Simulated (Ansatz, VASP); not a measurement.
# Sn in VASP and in Ansatz

```
Sn
1.0
     0.00000    3.24560    2.88047
     3.24560    0.00000    2.88047
     3.24560    3.24560    0.00000
Sn
2
Cartesian
  3.2456 3.2456 2.8805
  4.8684 4.8684 4.3207
```

Change from the starting cell: strain -0.1125 x Voigt [0, 0, 1, 0, 0, 0], atoms carried along.

Alike in both runs: task single point; functional PBEsol; k mesh 12 × 12 × 12; occupations gaussian, width 0.15 eV; no spin polarisation.

```csv
,VASP,Ansatz
version,VASP 6.6.1,Ansatz 0.2.0
potentials or method,"VASP PAW PBE potentials, release 64 (Sn_d), cutoff 520 eV","scalar-relativistic, plane waves, PAW"
valence electrons in the cell,28,28
```

|  | VASP | Ansatz | Ansatz less VASP |
| --- | --- | --- | --- |
| gap on the k mesh at the Fermi level (eV) | none | none | - |
| pressure (GPa) | 7.8 | 7.9 | +0.08 |
| traceless stress, the component that is largest in VASP (GPa) | 1.39 | 1.39 | -0.004 |

VASP's potentials were made for PBE, not for PBEsol. A gap of «none» marks a metal or a gap that the smearing closes. The functional is the same, so the differences come from potentials, cutoffs and numerics.
